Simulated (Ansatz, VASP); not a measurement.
One calculation of CO2, two programs

The input INCAR:

```
PREC = Accurate
ENCUT = 600
EDIFF = 1E-7
ISMEAR = 0
SIGMA = 0.02
LREAL = F
LASPH = T
NELM = 80
ALGO = Normal
ISIF = 3
LWAVE = F
LCHARG = F
IBRION = 2
NSW = 70
EDIFFG = -0.005
```

Contents of KPOINTS:

```
Automatic mesh
0
Gamma
  6 6 4
```

POSCAR

```
CO2
1.0
    2.7955696563     -2.5133410556      0.0000000000
    2.7955696563      2.5133410556      0.0000000000
    0.0000000000      0.0000000000      6.7430438916
C O
2 4
Direct
    0.0000000000      0.0000000000      0.0000000000
    0.5000000000      0.5000000000      0.5000000000
    0.8132776264      0.1867223736      0.8966186728
    0.1867223736      0.8132776264      0.1033813272
    0.6867223736      0.3132776264      0.3966186728
    0.3132776264      0.6867223736      0.6033813272
```

Input for Ansatz:

```yaml
crystal:
  lattice:
    - [2.7955696563, -2.5133410556, 0.0]
    - [2.7955696563, 2.5133410556, 0.0]
    - [0.0, 0.0, 6.7430438916]
  atoms:
    - { symbol: C, position: [0.0, 0.0, 0.0] }
    - { symbol: C, position: [0.5, 0.5, 0.5] }
    - { symbol: O, position: [0.8132776264, 0.1867223736, 0.8966186728] }
    - { symbol: O, position: [0.1867223736, 0.8132776264, 0.1033813272] }
    - { symbol: O, position: [0.6867223736, 0.3132776264, 0.3966186728] }
    - { symbol: O, position: [0.3132776264, 0.6867223736, 0.6033813272] }
basis:
  ecutwfc: 420
kpoints:
  mp_grid: { grid: [6, 6, 4] }
hamiltonian:
  xc: lda
scf:
  occupations: { method: gaussian, width: 0.02 }
output:
  forces: true
  stress: true
  eigenvalues: true
relax:
  adjacent_minimum: "off"
  f_tol: 0.005
  max_steps: 50
  cell: { stress_tol: 0.05 }
```

Alike in both runs: task relaxation of cell and atoms; functional LDA; k mesh 6 × 6 × 4; occupations gaussian, width 0.02 eV; no spin polarisation.

|  | VASP | Ansatz |
| --- | --- | --- |
| version | VASP 6.6.1 | Ansatz 0.2.0 |
| potentials or method | VASP PAW LDA potentials, release 64 (C, O), cutoff 600 eV | scalar-relativistic, plane waves, PAW |
| valence electrons in the cell | 32 | 32 |

|  | VASP | Ansatz | Ansatz less VASP |
| --- | --- | --- | --- |
| gap on the k mesh at the Fermi level, each at its own relaxed structure (eV) | 6.41 | 6.47 | +0.060 |
| relaxed volume (Å³/atom) | 11.97 | 12.37 | +0.393 |
| relaxed cell length with the largest relative difference (Å) | 3.426 | 3.471 | +0.0443 |

LDA's correlation is that of Perdew and Zunger in VASP and of Perdew and Wang (1992) in Ansatz.

Noted on VASP's run: the standard files for N, O and F lose accuracy on very short bonds; the volume moved by over 15 % at a fixed basis, so the end points are rough.
